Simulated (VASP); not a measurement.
# KCl (F-43m) in VASP: G0W0 quasiparticle levels with PBE

Aim: the G0W0 quasiparticle levels of KCl with PBE.

All numbers are computed with VASP 6.6.1; they aren't measurements. Logs are shortened: lines on timing, memory, paths and dates and some standing lists are left out, and cuts for length are marked.

## (1) The cell of the first run

Symmetry: F-43m, No. 216, cubic system. Conventional cell: a = 7.015 Å, b = 7.015 Å, c = 7.015 Å, α = 90.00°, β = 90.00°, γ = 90.00°. Within 4.0 Å of K (site symmetry -43m) lie 4 Cl at 3.04 Å. Cl (site symmetry -43m) has 4 K at 3.04 Å within 4.0 Å.

## (2) G0W0 quasiparticle levels, PBE

The input, POSCAR:

```
KCl
1.0
    0.0000000000      3.5072828541      3.5072828541
    3.5072828541      0.0000000000      3.5072828541
    3.5072828541      3.5072828541      0.0000000000
K Cl
1 1
Direct
    0.0000000000      0.0000000000      0.0000000000
    0.2500000000      0.2500000000      0.2500000000
```

The input, INCAR.step1:

```
SYSTEM = KCl
  PREC = Accurate
  ENCUT = 500
  EDIFF = 1E-8
  ISMEAR = 0
  SIGMA = 0.01
  LREAL = .False.
  LASPH = .True.
  NELM = 100
  ALGO = Normal
  LWAVE = .True.
  LCHARG = .False.
  GGA = PE
```

The input, INCAR.step2:

```
SYSTEM = KCl
  PREC = Accurate
  ENCUT = 500
  EDIFF = 1E-8
  ISMEAR = 0
  SIGMA = 0.01
  LREAL = .False.
  LASPH = .True.
  NELM = 1
  ALGO = Exact
  LWAVE = .True.
  LCHARG = .False.
  GGA = PE
  NBANDS = 148
  LOPTICS = .True.
  ISTART = 1
```

The input, INCAR.step3:

```
SYSTEM = KCl
  PREC = Accurate
  ENCUT = 500
  EDIFF = 1E-8
  ISMEAR = 0
  SIGMA = 0.01
  LREAL = .False.
  LASPH = .True.
  ALGO = EVGW0
  LWAVE = .False.
  LCHARG = .False.
  GGA = PE
  NELMGW = 1
  NBANDS = 148
  ENCUTGW = 80.0
  NOMEGA = 48
  PRECFOCK = Fast
  ISTART = 1
  NBANDSGW = 16
```

The input, KPOINTS:

```
Automatic mesh
0
Gamma
  6 6 6
  0 0 0
```

Potentials or basis: VASP PAW PBE potentials, release 64 (K_sv_GW, Cl_GW).

Command:

```sh
$ cat potpaw_PBE.64/K_sv_GW/POTCAR potpaw_PBE.64/Cl_GW/POTCAR > POTCAR
$ cp INCAR.step1 INCAR
$ mpirun -np 1 vasp_std > vasp.out
$ cp INCAR.step2 INCAR
$ mpirun -np 1 vasp_std > vasp.out
$ cp INCAR.step3 INCAR
$ mpirun -np 1 vasp_std > vasp.out
```

OUTCAR:

```text
SYSTEM = KCl
   PREC = Accurate
   ENCUT = 500
   EDIFF = 1E-8
   ISMEAR = 0
   LREAL = .False.
   LASPH = .True.
   GGA = PE
   NELMGW = 1
   ENCUTGW = 80.0
   PRECFOCK = Fast
   ISTART = 1

 ion  position               nearest neighbor table
   1  0.000  0.000  0.000-
   2  0.250  0.250  0.250-

  LATTYP: Found a face centered cubic cell.
 ALAT       =     7.0145657082

  Lattice vectors:

 A1 = (   0.0000000000,   3.5072828541,   3.5072828541)
 A2 = (   3.5072828541,   0.0000000000,   3.5072828541)
 A3 = (   3.5072828541,   3.5072828541,   0.0000000000)

Analysis of symmetry for initial positions (statically):
=====================================================================
 Subroutine PRICEL returns:
 Original cell was already a primitive cell.

 Routine SETGRP: Setting up the symmetry group for a
 face centered cubic supercell.

 Subroutine GETGRP returns: Found 24 space group operations
 (whereof 24 operations were pure point group operations)
 out of a pool of 48 trial point group operations.

The static configuration has the point symmetry T_d .

Analysis of symmetry for dynamics (positions and initial velocities):
=====================================================================
 Subroutine PRICEL returns:
 Original cell was already a primitive cell.

 Routine SETGRP: Setting up the symmetry group for a
 face centered cubic supercell.

 Subroutine GETGRP returns: Found 24 space group operations
 (whereof 24 operations were pure point group operations)
 out of a pool of 48 trial point group operations.

The dynamic configuration has the point symmetry T_d .

 Subroutine INISYM returns: Found 24 space group operations
 (whereof 24 operations are pure point group operations),
 and found     1 'primitive' translations

----------------------------------------------------------------------------------------

                                     Primitive cell

  volume of cell :      86.2864

  direct lattice vectors                    reciprocal lattice vectors
[... 46 lines left out ...]
  0.333333  0.000000  0.000000      8.000000
  0.500000  0.000000  0.000000      4.000000
  0.166667  0.166667  0.000000      6.000000
  0.333333  0.166667  0.000000     24.000000
[... 8 lines left out ...]
 -0.333333  0.333333  0.166667     24.000000
 -0.333333  0.500000  0.166667     12.000000
   k-points           NKPTS =     16   k-points in BZ     NKDIM =    216   number of bands    NBANDS=    148
   number of dos      NEDOS =    301   number of ions     NIONS =      2
   total plane-waves  NPLWV =  46656
   dimension x,y,z NGX =    36 NGY =   36 NGZ =   36
   dimension x,y,z NGXF=    72 NGYF=   72 NGZF=   72
   ions per type =               1   1
   NGX,Y,Z   is equivalent  to a cutoff of  12.07, 12.07, 12.07 a.u.
   NGXF,Y,Z  is equivalent  to a cutoff of  24.13, 24.13, 24.13 a.u.
 SYSTEM =  KCl
   PREC   = accura    normal or accurate (medium, high low for compatibility)
   ISTART =      1    job   : 0-new  1-cont  2-samecut
   ICHARG =      0    charge: 1-file 2-atom 10-const
   ISPIN  =      1    spin polarized calculation?
   LNONCOLLINEAR =      F non collinear calculations
   LSORBIT =      F    spin-orbit coupling
   LASPH  =      T    aspherical Exc in radial PAW
   ENCUT  =  500.0 eV  36.75 Ry    6.06 a.u.   9.04  9.04  9.04*2*pi/ulx,y,z
   NELM   =     60;   NELMIN=  2; NELMDL=  0     # of ELM steps
   EDIFF  = 0.1E-07   stopping-criterion for ELM
   LREAL  =      F    real-space projection
   EDIFFG = 0.1E-06   stopping-criterion for IOM
   NSW    =      0    number of steps for IOM
   IBRION =     -1    ionic relax: 0-MD 1-quasi-New 2-CG
   NFREE  =      0    steps in history (QN), initial steepest desc. (CG)
   ISIF   =      0    stress and relaxation
   ISYM   =      3    0-nonsym 1-usesym 2-fastsym
   POTIM  = 0.5000    time-step for ionic-motion
   TEBEG  =    0.0;   TEEND  =   0.0 temperature during run
   PSTRESS=    0.0 pullay stress
   NELECT =      16.0000    total number of electrons
   NUPDOWN=      -1.0000    fix difference up-down
   EMIN   =  10.00;   EMAX   =-10.00  energy-range for DOS
   EFERMI =   0.00;   METHOD = LEGACY
   ISMEAR =     0;   SIGMA  =   0.01  broadening in eV -4-tet -1-fermi 0-gaus
   EFERMI_NEDOS =   21; number of points for ismear=-14 and -15
   IALGO  =     38    algorithm
   IMIX   =      4    mixing-type and parameters
     AMIX     =   0.40;   BMIX     =  1.00
     AMIX_MAG =   1.60;   BMIX_MAG =  1.00
  volume/ion in A,a.u.               =      43.14       291.14
  Fermi-wavevector in a.u.,A,eV,Ry     =   0.933542  1.764139 11.857496  0.871501
  Thomas-Fermi vector in A             =   2.060255
   LORBIT       =      0    0 simple, 1 ext, 2 COOP (PROOUT), +10 PAW based schemes
   GGA     = PE    functional components
   LHFCALC =     T    Hartree Fock is set to
   PRECFOCK=fast      Normal, Fast or Accurate (Low or Medium for compatibility)
   ENCUT4O =  -1.0   cutoff for four orbital integrals eV
   NKREDX  =     1    reduce k-point grid by
   NKREDY  =     1    reduce k-point grid by
   NKREDZ  =     1    reduce k-point grid by
   AEXX    =    1.0000 exact exchange contribution
   HFSCREEN=    0.0000 screening length (either q_TF or 0.3 A-1)
   HFSCREENC=   0.0000 screening length for correlation (either q_TF or 0.3 A-1)
   ENCUTFOCK=  -1.0 apply spherical cutoff to Coloumb kernel
   IVDW    =     0    specifies the selected vdW correction
   LEPSILON=     F    determine dielectric tensor
   LRPA    =     F    only Hartree local field effects (RPA)
   LRPAFORCE           =     F    calculate RPA forces
   ENCUTGW             =  80.0    cutoff for response function in eV
   ENCUTGWSOFT         =  64.0    soft cutoff for Coulomb kernel in GW response function in eV
   ENCUTLF             =  -1.0    cutoff for local field effects
   NELMGW              =     1    number of iterations in solving QP/BSE equation
   NELMHF              =     1    number of iterations in the inner HF iteration
   NKREDLFX            =     1    NKREDLFY  =   1   NKREDLFZ  =   1
 non-spin polarized calculation
 Gauss-broadening in eV      SIGMA  =   0.01
  energy-cutoff  :      500.00
  volume of cell :       86.29
 maximum number of plane-waves:      2202
  NGX = 20; NGY = 20; NGZ = 20
   NGX = 19   NGY = 19   NGZ = 19
 maximum number of plane-waves:       150
 NGX is ok and might be reduce to    18

 QP shifts <psi_nk| G(iteration)W_0 |psi_nk>: iteration 1
 for sc-GW calculations column KS-energies equals QP-energies in previous step
 and V_xc(KS)=  KS-energies - (<T + V_ion + V_H > + <T+V_H+V_ion>^1  + <V_x>^1)

 k-point   1 :       0.0000    0.0000    0.0000
  band No.  KS-energies  QP-energies   sigma(KS)   V_xc(KS)     V^pw_x(r,r')   Z            occupation Imag(sigma)

      1     -29.5806     -32.0385     -22.3007     -18.5247     -30.7458       0.6509       2.0000       0.6546
      2     -14.0893     -15.4973     -17.2643     -15.2768     -24.4089       0.7085       2.0000       1.2692
      3     -13.0765     -16.4198     -21.8364     -17.7799     -24.6304       0.8242       2.0000       0.1213
      4     -13.0765     -16.4198     -21.8364     -17.7799     -24.6304       0.8242       2.0000       0.1213
      5     -13.0765     -16.4198     -21.8364     -17.7799     -24.6304       0.8242       2.0000       0.1213
      6      -2.3813      -4.4611     -16.2776     -13.6698     -18.1828       0.7976       2.0000       0.1064
[... 295 lines left out ...]
      2     -14.3186     -16.0181     -17.8161     -15.4310     -24.3136       0.7125       2.0000       1.1050
      3     -13.1104     -16.4346     -21.7637     -17.6946     -24.5626       0.8169       2.0000       0.1273
      4     -13.1023     -16.4282     -21.7847     -17.7169     -24.5847       0.8176       2.0000       0.1276
      5     -12.7910     -15.7182     -21.3582     -17.7276     -24.7967       0.8062       2.0000       0.2729
      6      -2.6498      -4.8118     -15.7777     -13.0604     -17.6617       0.7956       2.0000       0.1108
[... 8 lines left out ...]
     15       8.6707      11.6764      -8.0833     -11.6364      -5.1665       0.8459       0.0000      -0.1133
     16       9.6503      12.2664      -8.0976     -11.2132      -5.1850       0.8397       0.0000      -0.1289
```

OUTCAR.step1:

```text
SYSTEM = KCl
   PREC = Accurate
   ENCUT = 500
   EDIFF = 1E-8
   ISMEAR = 0
   LREAL = .False.
   LASPH = .True.
[... 449 lines left out ...]
      0.00000      0.00000      0.00000         0.000000      0.000000      0.000000
      1.75364      1.75364      1.75364        -0.000000     -0.000000     -0.000000
 -----------------------------------------------------------------------------------
    total drift:                               -0.000000     -0.000000     -0.000000

  FREE ENERGIE OF THE ION-ELECTRON SYSTEM (eV)
  ---------------------------------------------------
  free  energy   TOTEN  =        -9.0883787086 eV

  energy  without entropy=       -9.0883787086  energy(sigma->0) =       -9.08837871
```

Run time: 49 min. Hardware: 1 thread of Intel Xeon 8259CL, shared host; peak memory 1.7 GiB.

Results:

* Quasiparticle gap: 7.63 eV
* Least direct quasiparticle gap: 7.64 eV
* Band gap of the starting levels on the mesh: 4.78 eV
* Least direct gap of the starting levels on the mesh: 4.82 eV

Caveat: bands, screening cutoff and mesh are small and nothing is extrapolated, so the quasiparticle values aren't converged.
